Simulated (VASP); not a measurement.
Y, 2 atoms in the cell. The structure is hexagonal, space group P6_3/mmc (No. 194). The conventional cell has a = 3.592 Å, b = 3.592 Å, c = 5.609 Å, α = 90.00°, β = 90.00°, γ = 120.00°. Within 4.6 Å of Y (site symmetry -6m2) lie 12 Y at 3.49 to 3.59 Å. 

```yaml
Program: VASP 6.6.1
Task: single point
Functional: PBEsol
Potentials_or_basis: VASP PAW PBE potentials, release 64 (Y_sv)
Cutoff: 520 eV
k_mesh: 8 × 8 × 5
Occupations: fermi-dirac, width 0.05 eV
Spin: no spin polarisation
Dipole_correction: no
Further_INCAR_settings: ALGO = Fast; EDIFF = 1e-06; NBANDS = 18
```

Potentials or basis: VASP PAW PBE potentials, release 64 (Y_sv).

Command:

```console
$ cat potpaw_PBE.64/Y_sv/POTCAR > POTCAR
$ mpirun -np 1 vasp_std > vasp.out
```

Hardware: 1 thread of Intel(R) Xeon(R) Platinum 8488C (Sapphire Rapids) (shared host).

Problem. How long does it take, and how much memory?

Solution. Wall time 39 s on 1 thread of Intel(R) Xeon(R) Platinum 8488C (Sapphire Rapids), with other jobs on the host, peak memory 0.2 GiB. Counts: scf iterations 18, k points 30.
